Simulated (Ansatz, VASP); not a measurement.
## SbMo in VASP and in Ansatz

File INCAR:

```
SYSTEM = SbMo
  ALGO = Normal
  EDIFF = 1E-6
  ENCUT = 520
  GGA = PE
  ISIF = 2
  ISMEAR = 0
  LASPH = .TRUE.
  LCHARG = .TRUE.
  LELF = .TRUE.
  LREAL = .FALSE.
  LVHAR = .TRUE.
  LWAVE = .FALSE.
  NBANDS = 16
  NELM = 80
  PREC = Accurate
  SIGMA = 0.05
```

File KPOINTS:

```
k-points
0
G
  10 10 10
  0 0 0
```

POSCAR

```
SbMo
1.0
    0.0000000000      2.8230830758      2.8230830758
    2.8230830758      0.0000000000      2.8230830758
    2.8230830758      2.8230830758      0.0000000000
Mo Sb
1 1
Direct
    0.5000000000      0.5000000000      0.5000000000
    0.0000000000      0.0000000000      0.0000000000
```

Input for Ansatz:

```yaml
crystal:
  lattice:
    - [0.0, 2.8230830758, 2.8230830758]
    - [2.8230830758, 0.0, 2.8230830758]
    - [2.8230830758, 2.8230830758, 0.0]
  atoms:
    - { symbol: Mo, position: [0.5, 0.5, 0.5] }
    - { symbol: Sb, position: [0.0, 0.0, 0.0] }
basis:
  ecutwfc: 420
  ecutrho_ratio: 4
kpoints:
  mp_grid: { grid: [10, 10, 10] }
hamiltonian:
  xc: pbe
scf:
  occupations: { method: gaussian, width: 0.05 }
output:
  forces: true
  stress: true
  eigenvalues: true
```

Alike in both runs: task single point; functional PBE; k mesh 10 × 10 × 10; occupations gaussian, width 0.05 eV; no spin polarisation.

|  | VASP | Ansatz |
| --- | --- | --- |
| version | VASP 6.6.1 | Ansatz 0.2.0 |
| potentials or method | VASP PAW PBE potentials, release 64 (Mo_sv, Sb), cutoff 520 eV | scalar-relativistic, plane waves, PAW |
| valence electrons in the cell | 19 | 29 |

|  | VASP | Ansatz | Ansatz less VASP |
| --- | --- | --- | --- |
| gap on the k mesh at the Fermi level (eV) | none | none | - |
| pressure (GPa) | -7.2 | -7.2 | +0.04 |

A gap of «none» marks a metal or a gap that the smearing closes. With one functional, cell and mesh, what is left measures potentials, basis and numerics. VASP's potentials hold 19 valence electrons a cell and Ansatz's 29, so a difference there can come from the potentials and not from the codes.

Neither program's run includes spin-orbit coupling.
